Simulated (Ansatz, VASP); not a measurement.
## One calculation of VSi2, two programs

File INCAR:

```
SYSTEM = VSi2
  ALGO = Normal
  EDIFF = 1E-7
  ENCUT = 520
  GGA = PE
  ISIF = 2
  ISMEAR = 0
  LASPH = .True.
  LCHARG = .False.
  LREAL = .False.
  LWAVE = .False.
  NBANDS = 42
  NELM = 60
  PREC = Accurate
  SIGMA = 0.1
```

File KPOINTS:

```
k-points
0
Gamma
  9 9 6
  0 0 0
```

Contents of POSCAR:

```
VSi2
1.0
    4.6324563160      0.0000000000      0.0000000000
   -2.3162281580      4.0118248516      0.0000000000
    0.0000000000      0.0000000000      6.5534568960
V Si
3 6
Direct
    0.5000000000      0.0000000000      0.0000000000
    0.5000000000      0.5000000000      0.6666666667
    0.0000000000      0.5000000000      0.3333333333
    0.1857959924      0.3715919847      0.0000000000
    0.8142040076      0.1857959924      0.6666666667
    0.6284080153      0.8142040076      0.3333333333
    0.8142040076      0.6284080153      0.0000000000
    0.1857959924      0.8142040076      0.6666666667
    0.3715919847      0.1857959924      0.3333333333
```

Input for Ansatz:

```yaml
crystal:
  lattice:
    - [4.632456316, 0.0, 0.0]
    - [-2.316228158, 4.0118248516, 0.0]
    - [0.0, 0.0, 6.553456896]
  atoms:
    - { symbol: V, position: [0.5, 0.0, 0.0] }
    - { symbol: V, position: [0.5, 0.5, 0.6666666667] }
    - { symbol: V, position: [0.0, 0.5, 0.3333333333] }
    - { symbol: Si, position: [0.1857959924, 0.3715919847, 0.0] }
    - { symbol: Si, position: [0.8142040076, 0.1857959924, 0.6666666667] }
    - { symbol: Si, position: [0.6284080153, 0.8142040076, 0.3333333333] }
    - { symbol: Si, position: [0.8142040076, 0.6284080153, 0.0] }
    - { symbol: Si, position: [0.1857959924, 0.8142040076, 0.6666666667] }
    - { symbol: Si, position: [0.3715919847, 0.1857959924, 0.3333333333] }
basis:
  ecutwfc: 420
kpoints:
  mp_grid: { grid: [9, 9, 6] }
hamiltonian:
  xc: pbe
scf:
  occupations: { method: gaussian, width: 0.1 }
output:
  forces: true
  stress: true
  eigenvalues: true
  write_density: true
  write_potential: true
  elf: true
  volumetric_format: npy
```

Alike in both runs: task single point; functional PBE; k mesh 9 × 9 × 6; occupations gaussian, width 0.1 eV; no spin polarisation.

```csv
,VASP,Ansatz
version,VASP 6.6.1,Ansatz 0.2.0
potentials or method,"VASP PAW PBE potentials, release 64 (V_sv, Si), cutoff 520 eV","scalar-relativistic, plane waves, PAW"
valence electrons in the cell,63,63
```

|  | VASP | Ansatz | Ansatz less VASP |
| --- | --- | --- | --- |
| gap on the k mesh at the Fermi level (eV) | none | none | - |
| pressure (GPa) | -5.8 | -5.8 | -0.02 |
| traceless stress, the component that is largest in VASP (GPa) | -5.15 | -5.18 | -0.026 |
| rms of the force components (eV/Å) | 0.859 | 0.859 | +0.0008 |

Atom by atom the forces differ by 0.001 eV/Å (rms over components). A gap of «none» marks a metal or a gap that the smearing closes.
